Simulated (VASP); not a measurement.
Input of a VASP 6.6.1 run:

POSCAR

```
TiAl
1.0
    3.1790640000      0.0000000000      0.0000000000
    0.0000000000      3.1790640000      0.0000000000
    0.0000000000      0.0000000000      3.1790640000
Ti Al
1 1
Direct
    0.0000000000      0.0000000000      0.0000000000
    0.5000000000      0.5000000000      0.5000000000
```

The input INCAR.step1:

```
SYSTEM = TiAl
ALGO = Normal
EDIFF = 1E-5
ENCUT = 520
GGA = PE
ISIF = 2
ISMEAR = -1
LASPH = .TRUE.
LCHARG = .FALSE.
LREAL = .FALSE.
LWAVE = .TRUE.
NBANDS = 14
NELM = 60
PREC = Accurate
SIGMA = 0.05
```

Contents of INCAR.step2:

```
SYSTEM = TiAl
AEXX = 0.1
ALGO = Normal
EDIFF = 1E-6
ENCUT = 520
ISIF = 2
ISMEAR = -1
ISTART = 1
LASPH = .TRUE.
LCHARG = .FALSE.
LHFCALC = .TRUE.
LMIXTAU = .TRUE.
LREAL = .FALSE.
LWAVE = .FALSE.
METAGGA = R2SCAN
NBANDS = 14
NELM = 60
PREC = Accurate
PRECFOCK = Normal
SIGMA = 0.05
```

Contents of KPOINTS:

```
k-points
0
G
  4 4 4
  0 0 0
```

Potentials or basis: VASP PAW PBE potentials, release 64 (Ti_sv, Al).

The run is started by

```bash
$ cat potpaw_PBE.64/Ti_sv/POTCAR potpaw_PBE.64/Al/POTCAR > POTCAR
$ cp INCAR.step1 INCAR
$ mpirun -np 1 vasp_std > vasp.out
$ cp INCAR.step2 INCAR
$ mpirun -np 1 vasp_std > vasp.out
```

Q: Predict the pressure.

A: -0.4 GPa.

Caveat: the k points lie up to 0.49 Å⁻¹ apart; the PAW data sets were made with another functional, which shifts forces and pressure a little.
